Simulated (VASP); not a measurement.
# MoS2 (P6_3/mmc) in VASP: notebook

The runs below take MoS2 through electric field gradients, single point, with LDA.

All numbers are computed with VASP 6.6.1; they aren't measurements. Logs are shortened: lines on timing, memory, paths and dates and some standing lists are left out, and cuts for length are marked.

## (1) The cell of the first run

The structure is hexagonal, space group P6_3/mmc (No. 194). Conventional cell: a = 3.161 Å, b = 3.161 Å, c = 12.295 Å, α = 90.00°, β = 90.00°, γ = 120.00°. Within 3.2 Å of Mo (site symmetry -6m2) lie 6 S at 2.37 Å and 6 Mo at 3.16 Å. S (site symmetry 3m) has 3 Mo at 2.37 Å and 7 S at 3.01 to 3.16 Å within 3.2 Å.

## (2) Electric field gradients, LDA

The input, INCAR:

```
ALGO = Normal
EDIFF = 1E-8
ENCUT = 520
GGA = CA
ISIF = 2
ISMEAR = -1
LASPH = T
LCHARG = F
LEFG = T
LREAL = F
LWAVE = F
NBANDS = 35
NELM = 80
PREC = Accurate
SIGMA = 0.03
```

The input, KPOINTS:

```
k-points
0
Gamma
  10 10 3
```

The input, POSCAR:

```
MoS2
1.0
    3.1610016016      0.0000000000      0.0000000000
   -1.5805008008      2.7375076884      0.0000000000
    0.0000000000      0.0000000000     12.2950000000
Mo S
2 4
Direct
    0.3333333333      0.6666666667      0.2500000000
    0.6666666667      0.3333333333      0.7500000000
    0.3333333333      0.6666666667      0.6275000000
    0.6666666667      0.3333333333      0.1275000000
    0.3333333333      0.6666666667      0.8725000000
    0.6666666667      0.3333333333      0.3725000000
```

Potentials or basis: VASP PAW LDA potentials, release 64 (Mo_sv, S).

Started as:

```bash
$ cat potpaw_LDA.64/Mo_sv/POTCAR potpaw_LDA.64/S/POTCAR > POTCAR
$ mpirun -np 1 vasp_std > vasp.out
```

OUTCAR:

```text
EDIFF = 1E-8
   ENCUT = 520
   GGA = CA
   ISIF = 2
   ISMEAR = -1
   LASPH = T
   LREAL = F
   NELM = 80
   PREC = Accurate

 ion  position               nearest neighbor table
   1  0.333  0.667  0.250-   4 2.37   6 2.37   4 2.37   6 2.37   4 2.37   6 2.37
   2  0.667  0.333  0.750-   3 2.37   5 2.37   3 2.37   5 2.37   3 2.37   5 2.37
   3  0.333  0.667  0.627-   2 2.37   2 2.37   2 2.37
   4  0.667  0.333  0.127-   1 2.37   1 2.37   1 2.37
   5  0.333  0.667  0.873-   2 2.37   2 2.37   2 2.37
   6  0.667  0.333  0.373-   1 2.37   1 2.37   1 2.37

  LATTYP: Found a hexagonal cell.
 ALAT       =     3.1610016016
 C/A-ratio  =     3.8895899305

  Lattice vectors:

 A1 = (   3.1610016016,   0.0000000000,   0.0000000000)
 A2 = (  -1.5805008008,   2.7375076884,   0.0000000000)
 A3 = (   0.0000000000,   0.0000000000,  12.2950000000)

Analysis of symmetry for initial positions (statically):
=====================================================================
 Subroutine PRICEL returns:
 Original cell was already a primitive cell.

 Routine SETGRP: Setting up the symmetry group for a
 hexagonal supercell.

 Subroutine GETGRP returns: Found 24 space group operations
 (whereof 12 operations were pure point group operations)
 out of a pool of 24 trial point group operations.

The static configuration has the point symmetry D_3d.
 The point group associated with its full space group is D_6h.

Analysis of symmetry for dynamics (positions and initial velocities):
=====================================================================
 Subroutine PRICEL returns:
 Original cell was already a primitive cell.

 Routine SETGRP: Setting up the symmetry group for a
 hexagonal supercell.

 Subroutine GETGRP returns: Found 24 space group operations
 (whereof 12 operations were pure point group operations)
 out of a pool of 24 trial point group operations.

The dynamic configuration has the point symmetry D_3d.
 The point group associated with its full space group is D_6h.

 Subroutine INISYM returns: Found 24 space group operations
 (whereof 12 operations are pure point group operations),
 and found     1 'primitive' translations

----------------------------------------------------------------------------------------

                                     Primitive cell

  volume of cell :     106.3919

  direct lattice vectors                    reciprocal lattice vectors
     3.161001602  0.000000000  0.000000000     0.316355423  0.182647889  0.000000000
    -1.580500801  2.737507688  0.000000000     0.000000000  0.365295778  0.000000000
     0.000000000  0.000000000 12.295000000     0.000000000  0.000000000  0.081333876

  length of vectors
     3.161001602  3.161001602 12.295000000     0.365295778  0.365295778  0.081333876

  position of ions in fractional coordinates (direct lattice)
     0.333333333  0.666666667  0.250000000
     0.666666667  0.333333333  0.750000000
     0.333333333  0.666666667  0.627500000
     0.666666667  0.333333333  0.127500000
     0.333333333  0.666666667  0.872500000
     0.666666667  0.333333333  0.372500000

  ion indices of the primitive-cell ions
   primitive index   ion index
                 1           1
                 2           2
                 3           3
                 4           4
                 5           5
                 6           6

----------------------------------------------------------------------------------------

 KPOINTS: k-points

Automatic generation of k-mesh.
 Grid dimensions read from file:
[... 55 lines left out ...]
 SYSTEM =  unknown system
   PREC   = accura    normal or accurate (medium, high low for compatibility)
   ISTART =      0    job   : 0-new  1-cont  2-samecut
   ICHARG =      2    charge: 1-file 2-atom 10-const
   ISPIN  =      1    spin polarized calculation?
   LNONCOLLINEAR =      F non collinear calculations
   LSORBIT =      F    spin-orbit coupling
   LASPH  =      T    aspherical Exc in radial PAW
   ENCUT  =  520.0 eV  38.22 Ry    6.18 a.u.   5.88  5.88 22.86*2*pi/ulx,y,z
   NELM   =     80;   NELMIN=  2; NELMDL= -5     # of ELM steps
   EDIFF  = 0.1E-07   stopping-criterion for ELM
   LREAL  =      F    real-space projection
   EDIFFG = 0.1E-06   stopping-criterion for IOM
   NSW    =      0    number of steps for IOM
   IBRION =     -1    ionic relax: 0-MD 1-quasi-New 2-CG
   NFREE  =      0    steps in history (QN), initial steepest desc. (CG)
   ISIF   =      2    stress and relaxation
   ISYM   =      2    0-nonsym 1-usesym 2-fastsym
   POTIM  = 0.5000    time-step for ionic-motion
   TEBEG  =    0.0;   TEEND  =   0.0 temperature during run
   PSTRESS=    0.0 pullay stress
   NELECT =      52.0000    total number of electrons
   NUPDOWN=      -1.0000    fix difference up-down
   EMIN   =  10.00;   EMAX   =-10.00  energy-range for DOS
   EFERMI =   0.00;   METHOD = LEGACY
   ISMEAR =    -1;   SIGMA  =   0.03  broadening in eV -4-tet -1-fermi 0-gaus
   EFERMI_NEDOS =   21; number of points for ismear=-14 and -15
   IALGO  =     38    algorithm
   IMIX   =      4    mixing-type and parameters
     AMIX     =   0.40;   BMIX     =  1.00
     AMIX_MAG =   1.60;   BMIX_MAG =  1.00
  volume/ion in A,a.u.               =      17.73       119.66
  Fermi-wavevector in a.u.,A,eV,Ry     =   1.289555  2.436905 22.625824  1.662951
  Thomas-Fermi vector in A             =   2.421440
   LORBIT       =      0    0 simple, 1 ext, 2 COOP (PROOUT), +10 PAW based schemes
   GGA     = CA    functional components
   LHFCALC =     F    Hartree Fock is set to
   AEXX    =    0.0000 exact exchange contribution
   IVDW    =     0    specifies the selected vdW correction
   LEPSILON=     F    determine dielectric tensor
   LRPA    =     F    only Hartree local field effects (RPA)
 non-spin polarized calculation
  energy-cutoff  :      520.00
  volume of cell :      106.39
 maximum number of plane-waves:      2882
 NGX is ok and might be reduce to    24
   NGX = 11   NGY = 11   NGZ = 45

 number of electron      51.9999998 magnetization

 Free energy of the ion-electron system (eV)
  ---------------------------------------------------
  ext. energy  EPLUGINS =         0.00000000
  ---------------------------------------------------
  free energy    TOTEN  =       -48.86957705 eV

  energy without entropy =      -48.86957703  energy(sigma->0) =      -48.86957704

 E-fermi :   7.9803     XC(G=0): -11.0894

 val. band max:        7.6052198987   @ k =   0.0000   0.0000   0.0000
 cond. band min:       8.4458432032   @ k =   0.3000   0.3000   0.0000
 fundamental gap:      0.8406233045
 Fermi energy:         7.9803044394

 k-point     1 :       0.0000    0.0000    0.0000
  band No.  band energies     occupation
      1     -53.7093      2.00000
      2     -53.7093      2.00000
      3     -28.0860      2.00000
      4     -28.0859      2.00000
      5     -27.8549      2.00000
      6     -27.8549      2.00000
[... 901 lines left out ...]
     34      11.3415      0.00000
     35      13.2510      0.00000

 [... further k-points ...]

------------------------ aborting loop because EDIFF is reached ----------------------------------------

  FORCE on cell =-STRESS in cart. coord.  units (eV):
  Direction    XX          YY          ZZ          XY          YZ          ZX
  --------------------------------------------------------------------------------------
  -------------------------------------------------------------------------------------
  Total       -0.7410998     -0.7410998      3.8064145      0.0000000      0.0000000     -0.0000000
  in kB      -11.1603716    -11.1603716     57.3215685      0.0000000      0.0000000     -0.0000000
  external PRESSURE =      11.6669418 kB  Pullay stress =       0.0000000 kB

 VOLUME and BASIS-vectors are now :
 -----------------------------------------------------------------------------
  energy-cutoff  :      520.00
  volume of cell :      106.39
      direct lattice vectors                 reciprocal lattice vectors
     3.161001602  0.000000000  0.000000000     0.316355423  0.182647889  0.000000000
    -1.580500801  2.737507688  0.000000000     0.000000000  0.365295778  0.000000000
     0.000000000  0.000000000 12.295000000     0.000000000  0.000000000  0.081333876

 POSITION                                       TOTAL-FORCE (eV/Angst)
 -----------------------------------------------------------------------------------
     -0.00000      1.82501      3.07375        -0.000000      0.000000      0.000000
      1.58050      0.91250      9.22125         0.000000     -0.000000      0.000000
     -0.00000      1.82501      7.71511         0.000000     -0.000000     -0.761525
      1.58050      0.91250      1.56761        -0.000000      0.000000     -0.761525
     -0.00000      1.82501     10.72739         0.000000     -0.000000      0.761525
      1.58050      0.91250      4.57989        -0.000000      0.000000      0.761525
 -----------------------------------------------------------------------------------
    total drift:                                0.000000     -0.000000      0.000000

  FREE ENERGIE OF THE ION-ELECTRON SYSTEM (eV)
  ---------------------------------------------------
  free  energy   TOTEN  =       -48.8695770505 eV

  energy  without entropy=      -48.8695770269  energy(sigma->0) =      -48.86957704

 Electric field gradients (V/A^2)
---------------------------------------------------------------------
 ion       V_xx      V_yy      V_zz      V_xy      V_xz      V_yz
---------------------------------------------------------------------
   1      48.339    48.338   -96.677    -0.001    -0.000     0.000
   2      48.339    48.338   -96.677    -0.001     0.000    -0.000
   3      31.464    31.465   -62.929     0.000     0.000    -0.000
   4      31.464    31.465   -62.929     0.000    -0.000     0.000
   5      31.464    31.465   -62.929     0.000    -0.000     0.000
   6      31.464    31.465   -62.929     0.000     0.000    -0.000
---------------------------------------------------------------------

 Electric field gradients after diagonalization (V/A^2)
 (convention: |V_zz| > |V_xx| > |V_yy|)
----------------------------------------------------------------------
 ion       V_xx      V_yy      V_zz     asymmetry (V_yy - V_xx)/ V_zz
----------------------------------------------------------------------
   1      48.340    48.338   -96.677       0.000
   2      48.340    48.338   -96.677       0.000
   3      31.465    31.464   -62.929       0.000
   4      31.465    31.464   -62.929       0.000
   5      31.465    31.464   -62.929       0.000
   6      31.465    31.464   -62.929       0.000
----------------------------------------------------------------------

           NMR quadrupolar parameters

 Cq : quadrupolar parameter    Cq=e*Q*V_zz/h
 eta: asymmetry parameters     (V_yy - V_xx)/ V_zz
 Q  : nuclear electric quadrupole moment in mb (millibarn)
----------------------------------------------------------------------
 ion       Cq(MHz)       eta       Q (mb)
----------------------------------------------------------------------
   1      -0.234       0.000       1.000
   2      -0.234       0.000       1.000
   3      -0.152       0.000       1.000
   4      -0.152       0.000       1.000
   5      -0.152       0.000       1.000
   6      -0.152       0.000       1.000
----------------------------------------------------------------------
```

It took 2 min on 1 thread of Intel Xeon Platinum 8375C at 2.90GHz (Ice Lake), shared host; peak memory 0.24 GiB.

What came out:

| Quantity | Value |
| --- | --- |
| Free energy | -48.8696 eV |
| Pressure | 1.2 GPa |
| Largest force | 0.762 eV/Å |
| Band gap on the k mesh | 0.84 eV (least direct gap 1.87 eV) |
| Largest electric field gradient by atom | Mo -96.7; S -62.9 V/Å² |

Forces on the atoms (eV/Å):
```
Mo   0.000  0.000  0.000
Mo   0.000  0.000  0.000
S    0.000  0.000 -0.762
S    0.000  0.000 -0.762
S    0.000  0.000  0.762
S    0.000  0.000  0.762
```

Stress tensor (GPa, compression positive):
```
-1.12  0.00  0.00
 0.00 -1.12  0.00
 0.00  0.00  5.73
```

Levels at points of the mesh, in eV from the valence-band top:
```
           k point  band 22  band 23  band 24  band 25  band 26  band 27  band 28  band 29  band 30  band 31
(0.00, 0.00, 0.00)    -2.57    -2.57    -1.30    -1.19     0.00     1.97     1.97     1.98     1.98     2.31
(0.50, 0.00, 0.00)    -2.53    -2.03    -1.87    -1.60    -1.46     1.37     1.41     1.86     2.07     2.81
```

Electric field gradients, principal values (V/Å²):
| atom | least | middle | greatest (by size) |
| --- | --- | --- | --- |
| 1 Mo | 48.338 | 48.340 | -96.677 |
| 2 Mo | 48.338 | 48.340 | -96.677 |
| 3 S | 31.464 | 31.465 | -62.929 |
| 4 S | 31.464 | 31.465 | -62.929 |
| 5 S | 31.464 | 31.465 | -62.929 |
| 6 S | 31.464 | 31.465 | -62.929 |

Caveat: the stress differs along the axes, from -1 to 6 GPa; without QUAD_EFG the Cq values of the log hold for a quadrupole moment of 1 mb, not for the nuclei. A k mesh can miss the band edges.

[end of part 1 of 2]
